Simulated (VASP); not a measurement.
# Ni (Fm-3m) in VASP: single point with r2SCAN

Aim: the single point of Ni with r2SCAN.

Everything below comes from runs of VASP 6.6.1. Logs are shortened: lines on timing, memory, paths and dates and some standing lists are left out, and cuts for length are marked.

**1. The cell of the first run**

The structure is cubic, space group Fm-3m (No. 225). The conventional cell has a = 3.581 Å, b = 3.581 Å, c = 3.581 Å, α = 90.00°, β = 90.00°, γ = 90.00°. Within 3.3 Å of Ni (site symmetry m-3m) lie 12 Ni at 2.53 Å.

**2. Single point, r2SCAN**

File POSCAR:

```
Ni
1.0
    0.0000000000      1.7905000000      1.7905000000
    1.7905000000      0.0000000000      1.7905000000
    3.5810000000      3.5810000000      0.0000000000
Ni
2
Direct
    0.0000000000      0.0000000000      0.0000000000
    0.0000000000      0.0000000000      0.5000000000
```

File INCAR.step1:

```
  PREC = Accurate
  ENCUT = 520
  ISMEAR = -1
  SIGMA = 0.05
  LREAL = F
  LASPH = T
  NELM = 60
  ISYM = 0
  NBANDS = 17
  GGA = PE
  ALGO = Normal
  EDIFF = 1E-4
  LWAVE = T
  LCHARG = F
```

File INCAR.step2:

```
  PREC = Accurate
  ENCUT = 520
  EDIFF = 1E-7
  ISMEAR = -1
  SIGMA = 0.05
  LREAL = F
  LASPH = T
  NELM = 60
  ALGO = Normal
  ISIF = 2
  LWAVE = F
  LCHARG = F
  METAGGA = R2SCAN
  LMIXTAU = T
  ISYM = 0
  NBANDS = 17
  ISTART = 1
```

File KPOINTS:

```
Automatic mesh
0
Gamma
  13 13 7
```

Potentials or basis: VASP PAW PBE potentials, release 64 (Ni).

Started as:

```
> cat potpaw_PBE.64/Ni/POTCAR > POTCAR
> cp INCAR.step1 INCAR
> mpirun -np 1 vasp_std > vasp.out
> cp INCAR.step2 INCAR
> mpirun -np 1 vasp_std > vasp.out
```

OUTCAR:

```text
PREC = Accurate
   ENCUT = 520
   EDIFF = 1E-7
   ISMEAR = -1
   LREAL = F
   LASPH = T
   NELM = 60
   ISIF = 2
   METAGGA = R2SCAN
   ISYM = 0
   ISTART = 1

 ion  position               nearest neighbor table
   1  0.000  0.000  0.000-   2 2.53   2 2.53   2 2.53   2 2.53   2 2.53   2 2.53
   2  0.000  0.000  0.500-   1 2.53   1 2.53   1 2.53   1 2.53   1 2.53   1 2.53

IMPORTANT INFORMATION: All symmetrisations will be switched off!
NOSYMM: (Re-)initialisation of all symmetry stuff for point group C_1.

----------------------------------------------------------------------------------------

                                     Primitive cell

  volume of cell :      22.9606

  direct lattice vectors                    reciprocal lattice vectors
     0.000000000  1.790500000  1.790500000    -0.279251606  0.279251606  0.279251606
     1.790500000  0.000000000  1.790500000     0.279251606 -0.279251606  0.279251606
     3.581000000  3.581000000  0.000000000     0.139625803  0.139625803 -0.139625803

  length of vectors
     2.532149383  2.532149383  5.064298767     0.483677969  0.483677969  0.241838985

  position of ions in fractional coordinates (direct lattice)
     0.000000000  0.000000000  0.000000000
     0.000000000  0.000000000  0.500000000

  ion indices of the primitive-cell ions
   primitive index   ion index
                 1           1
                 2           2

----------------------------------------------------------------------------------------

 KPOINTS: Automatic mesh

Automatic generation of k-mesh.
 Grid dimensions read from file:
 generate k-points for:   13   13    7

 Generating k-lattice:

  Cartesian coordinates                     Fractional coordinates (reciprocal lattice)
    -0.021480893  0.021480893  0.021480893     0.076923077  0.000000000  0.000000000
     0.021480893 -0.021480893  0.021480893     0.000000000  0.076923077  0.000000000
     0.019946543  0.019946543 -0.019946543     0.000000000  0.000000000  0.142857143

  Length of vectors
     0.037205998  0.037205998  0.034548426

  Shift w.r.t. Gamma in fractional coordinates (k-lattice)
     0.000000000  0.000000000  0.000000000

 -----------------------------------------------------------------------------
|                                                                             |
|           W    W    AA    RRRRR   N    N  II  N    N   GGGG   !!!           |
|           W    W   A  A   R    R  NN   N  II  NN   N  G    G  !!!           |
|           W    W  A    A  R    R  N N  N  II  N N  N  G       !!!           |
|           W WW W  AAAAAA  RRRRR   N  N N  II  N  N N  G  GGG   !            |
|           WW  WW  A    A  R   R   N   NN  II  N   NN  G    G                |
|           W    W  A    A  R    R  N    N  II  N    N   GGGG   !!!           |
|                                                                             |
|     Your reciprocal lattice and k-lattice belong to different lattice       |
|     classes:                                                                |
|                                                                             |
|        The reciprocal lattice is rhombohedral (trigonal),                   |
|        whereas your k-lattice is base-centered monoclinic.                  |
|                                                                             |
|     Results are often still useful ...                                      |
|                                                                             |
 -----------------------------------------------------------------------------

 WARNING: IBZKPT: internal override: KBLOWUP is changed to .FALSE.
      ... skipping the blow-up phase ...

 Subroutine IBZKPT returns following result:
 ===========================================

 Found    592 irreducible k-points:

 Following reciprocal coordinates:
            Coordinates               Weight
  0.000000  0.000000  0.000000      1.000000
  0.076923  0.000000  0.000000      2.000000
  0.153846  0.000000  0.000000      2.000000
  0.230769  0.000000  0.000000      2.000000
  0.307692  0.000000  0.000000      2.000000
  0.384615  0.000000  0.000000      2.000000
[... 16 lines left out ...]
  0.153846  0.153846  0.000000      2.000000
  0.230769  0.153846  0.000000      2.000000
 [... further k-points ...]
   k-points           NKPTS =    592   k-points in BZ     NKDIM =    592   number of bands    NBANDS=     17
   number of dos      NEDOS =    301   number of ions     NIONS =      2
   total plane-waves  NPLWV =  16000
   dimension x,y,z NGX =    20 NGY =   20 NGZ =   40
   dimension x,y,z NGXF=    40 NGYF=   40 NGZF=   80
   ions per type =               2
   NGX,Y,Z   is equivalent  to a cutoff of  13.13, 13.13, 13.13 a.u.
   NGXF,Y,Z  is equivalent  to a cutoff of  26.26, 26.26, 26.26 a.u.
 SYSTEM =  unknown system
   PREC   = accura    normal or accurate (medium, high low for compatibility)
   ISTART =      1    job   : 0-new  1-cont  2-samecut
   ICHARG =      0    charge: 1-file 2-atom 10-const
   ISPIN  =      1    spin polarized calculation?
   LNONCOLLINEAR =      F non collinear calculations
   LSORBIT =      F    spin-orbit coupling
   LASPH  =      T    aspherical Exc in radial PAW
   ENCUT  =  520.0 eV  38.22 Ry    6.18 a.u.   4.71  4.71  9.42*2*pi/ulx,y,z
   NELM   =     60;   NELMIN=  2; NELMDL=  0     # of ELM steps
   EDIFF  = 0.1E-06   stopping-criterion for ELM
   LREAL  =      F    real-space projection
   EDIFFG = 0.1E-05   stopping-criterion for IOM
   NSW    =      0    number of steps for IOM
   IBRION =     -1    ionic relax: 0-MD 1-quasi-New 2-CG
   NFREE  =      0    steps in history (QN), initial steepest desc. (CG)
   ISIF   =      2    stress and relaxation
   ISYM   =      0    0-nonsym 1-usesym 2-fastsym
   POTIM  = 0.5000    time-step for ionic-motion
   TEBEG  =    0.0;   TEEND  =   0.0 temperature during run
   PSTRESS=    0.0 pullay stress
   NELECT =      20.0000    total number of electrons
   NUPDOWN=      -1.0000    fix difference up-down
   EMIN   =  10.00;   EMAX   =-10.00  energy-range for DOS
   EFERMI =   0.00;   METHOD = LEGACY
   ISMEAR =    -1;   SIGMA  =   0.05  broadening in eV -4-tet -1-fermi 0-gaus
   EFERMI_NEDOS =   21; number of points for ismear=-14 and -15
   IALGO  =     38    algorithm
   IMIX   =      4    mixing-type and parameters
     AMIX     =   0.40;   BMIX     =  1.00
     AMIX_MAG =   1.60;   BMIX_MAG =  1.00
  volume/ion in A,a.u.               =      11.48        77.47
  Fermi-wavevector in a.u.,A,eV,Ry     =   1.563473  2.954536 33.258750  2.444449
  Thomas-Fermi vector in A             =   2.666239
   LORBIT       =      0    0 simple, 1 ext, 2 COOP (PROOUT), +10 PAW based schemes
   METAGGA = R2SCAN    functional components
   LHFCALC =     F    Hartree Fock is set to
   AEXX    =    0.0000 exact exchange contribution
   IVDW    =     0    specifies the selected vdW correction
   LEPSILON=     F    determine dielectric tensor
   LRPA    =     F    only Hartree local field effects (RPA)
 non-spin polarized calculation
  energy-cutoff  :      520.00
  volume of cell :       22.96
 maximum number of plane-waves:       633
   NGX =  9   NGY =  9   NGZ = 19

 number of electron      19.9999990 magnetization

 Free energy of the ion-electron system (eV)
  ---------------------------------------------------
  ext. energy  EPLUGINS =         0.00000000
  ---------------------------------------------------
  free energy    TOTEN  =       -23.54813053 eV

  energy without entropy =      -23.48932680  energy(sigma->0) =      -23.51872867

 E-fermi :   8.2277     XC(G=0): -13.9870

 val. band max:        8.2275958536   @ k =   0.0000   0.4615   0.4286
 cond. band min:       8.2293946671   @ k =   0.1538  -0.3846   0.4286
 fundamental gap:      0.0017988135
 Fermi energy:         8.2277179458

 k-point     1 :       0.0000    0.0000    0.0000
  band No.  band energies     occupation
      1      -0.5373      2.00000
      2       4.0045      2.00000
      3       6.4131      2.00000
      4       6.4143      2.00000
      5       6.5016      2.00000
      6       6.5036      2.00000
[... 9 lines left out ...]
     16      33.3898      0.00000
     17      33.3910      0.00000

 k-point     2 :       0.0769    0.0000    0.0000
  band No.  band energies     occupation
      1      -0.3064      2.00000
      2       4.1220      2.00000
      3       6.3058      2.00000
      4       6.4429      2.00000
      5       6.5016      2.00000
      6       6.5518      2.00000
[... 9 lines left out ...]
     16      31.7233      0.00000
     17      32.1526      0.00000

 k-point     3 :       0.1538    0.0000    0.0000
  band No.  band energies     occupation
      1       0.3685      2.00000
      2       4.4287      2.00000
      3       5.9558      2.00000
      4       6.2943      2.00000
      5       6.5705      2.00000
      6       6.6542      2.00000
[... 9 lines left out ...]
     16      29.4106      0.00000
     17      31.2120      0.00000

 k-point     4 :       0.2308    0.0000    0.0000
  band No.  band energies     occupation
      1       1.4180      2.00000
      2       4.6983      2.00000
      3       5.4687      2.00000
      4       6.1532      2.00000
      5       6.4008      2.00000
      6       6.6851      2.00000
[... 9 lines left out ...]
     16      27.3065      0.00000
     17      30.5155      0.00000
[... 343 lines left out ...]
      1       0.2963      2.00000
      2       4.2491      2.00000
      3       6.1220      2.00000
      4       6.2575      2.00000
      5       6.5419      2.00000
      6       6.6855      2.00000
[... 9 lines left out ...]
     16      29.5256      0.00000
     17      32.5612      0.00000

 k-point    23 :       0.1538    0.1538    0.0000
  band No.  band energies     occupation
      1       0.6630      2.00000
      2       4.2576      2.00000
      3       6.1003      2.00000
      4       6.1280      2.00000
      5       6.3223      2.00000
      6       6.7434      2.00000
[... 9 lines left out ...]
     16      31.2506      0.00000
     17      31.2513      0.00000

 k-point    24 :       0.2308    0.1538    0.0000
  band No.  band energies     occupation
      1       1.4331      2.00000
      2       4.4195      2.00000
      3       5.8387      2.00000
      4       5.9123      2.00000
      5       6.0923      2.00000
      6       6.8030      2.00000
[... 9 lines left out ...]
     16      28.9210      0.00000
     17      30.0194      0.00000

 [... further k-points ...]
[... 5 lines left out ...]
  --------------------------------------------------------------------------------------
  -------------------------------------------------------------------------------------
  Total       -2.4714380     -2.4714380     -2.4916296      0.0055480     -0.0155950     -0.0155950
  in kB     -172.4556120   -172.4556135   -173.8645739      0.3871365     -1.0882106     -1.0882086
  external PRESSURE =    -172.9252665 kB  Pullay stress =       0.0000000 kB

 VOLUME and BASIS-vectors are now :
 -----------------------------------------------------------------------------
  energy-cutoff  :      520.00
  volume of cell :       22.96
      direct lattice vectors                 reciprocal lattice vectors
     0.000000000  1.790500000  1.790500000    -0.279251606  0.279251606  0.279251606
     1.790500000  0.000000000  1.790500000     0.279251606 -0.279251606  0.279251606
     3.581000000  3.581000000  0.000000000     0.139625803  0.139625803 -0.139625803

 POSITION                                       TOTAL-FORCE (eV/Angst)
 -----------------------------------------------------------------------------------
      0.00000      0.00000      0.00000        -0.000000      0.000000     -0.000000
      1.79050      1.79050      0.00000         0.000000     -0.000000      0.000000
 -----------------------------------------------------------------------------------
    total drift:                                0.000000     -0.000000      0.000000

  FREE ENERGIE OF THE ION-ELECTRON SYSTEM (eV)
  ---------------------------------------------------
  free  energy   TOTEN  =       -23.5481305347 eV

  energy  without entropy=      -23.4893267986  energy(sigma->0) =      -23.51872867
```

Run time: 19 min. Hardware: 1 thread of Intel Xeon Platinum 8259CL at 2.50GHz (Skylake/Cascade Lake), shared host; peak memory 0.31 GiB.

Results:

```yaml
Free_energy: -23.5481 eV
Pressure: -17.3 GPa
Band_gap_on_the_k_mesh: zero (bands 10 and 11 overlap by 0.78 eV)
```

Levels at points of the mesh, in eV from the Fermi level:
| k point | band 6 | band 7 | band 8 | band 9 | band 10 | band 11 | band 12 | band 13 | band 14 | band 15 |
| --- | --- | --- | --- | --- | --- | --- | --- | --- | --- | --- |
| (0.00, 0.00, 0.00) | -1.72 | -1.72 | -0.77 | -0.77 | -0.03 | -0.03 | -0.03 | 5.99 | 22.81 | 24.28 |

Caveat: the cell stands under tension; the PAW data sets were made with another functional, which shifts forces and pressure a little; the run has no spin polarisation, though such a crystal can be magnetic. Spin polarisation is off, so any magnetic state and its effect on volume and gap are missing.
